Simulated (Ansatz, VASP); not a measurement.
**Two plane-wave programs on LaS**

```
CELL_PARAMETERS angstrom
0.00000 2.88408 2.88408
2.88408 0.00000 2.88408
2.88408 2.88408 0.00000
ATOMIC_POSITIONS crystal
La 0.00000 0.00000 0.00000
S 0.50000 0.50000 0.50000
```

Alike in both runs: functional LDA; k mesh 20 × 20 × 20; occupations fermi-dirac, width 0.05 eV; no spin polarisation.

Ansatz relaxed the structure, and its values are those at the end. VASP's run is a single point on that final structure, the one shown.

```csv
,VASP,Ansatz
version,VASP 6.6.1,Ansatz 0.2.0
potentials or method,"VASP PAW LDA potentials, release 64 (La, S)","scalar-relativistic, plane waves, PAW"
plane-wave cutoff (eV),520,420
valence electrons in the cell,17,17
```

```csv
,VASP,Ansatz,Ansatz less VASP
gap on the k mesh at the Fermi level (eV),none,none,-
pressure (GPa),0.0,0.0,+0.05
```

LDA's correlation is that of Perdew and Zunger in VASP and of Perdew and Wang (1992) in Ansatz. A gap of «none» marks a metal or a gap that the smearing closes.

Spin-orbit coupling is off throughout.
